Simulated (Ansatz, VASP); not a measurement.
**TiCo: VASP beside Ansatz**

```
Ti Co
1.0
     2.92416    0.00000    0.00000
     0.00000    2.92416    0.00000
     0.00000    0.00000    2.92416
Ti Co
1 1
Cartesian
  0.0000 0.0000 0.0000
  1.4621 1.4621 1.4621
```

Alike in both runs: task single point; functional PBE; k mesh 18 × 18 × 18; occupations gaussian, width 0.1 eV; collinear spin.

|  | VASP | Ansatz |
| --- | --- | --- |
| version | VASP 6.6.1 | Ansatz 0.2.0 |
| potentials or method | VASP PAW PBE potentials, release 64 (Ti_sv, Co), cutoff 520 eV | scalar-relativistic, plane waves, PAW |
| valence electrons in the cell | 21 | 29 |

```csv
,VASP,Ansatz,Ansatz less VASP
gap on the k mesh at the Fermi level (eV),none,none,-
pressure (GPa),10.9,11.7,+0.79
net moment per atom (μB),0.39,0.40,+0.016
size of the moment on the site where the two differ most (μB),0.80,0.85,+0.049
```

Site moments also hang on the region over which each program counts them. A gap of «none» marks a metal or a gap that the smearing closes. VASP's potentials hold 21 valence electrons a cell and Ansatz's 29, so a difference there can come from the potentials and not from the codes.
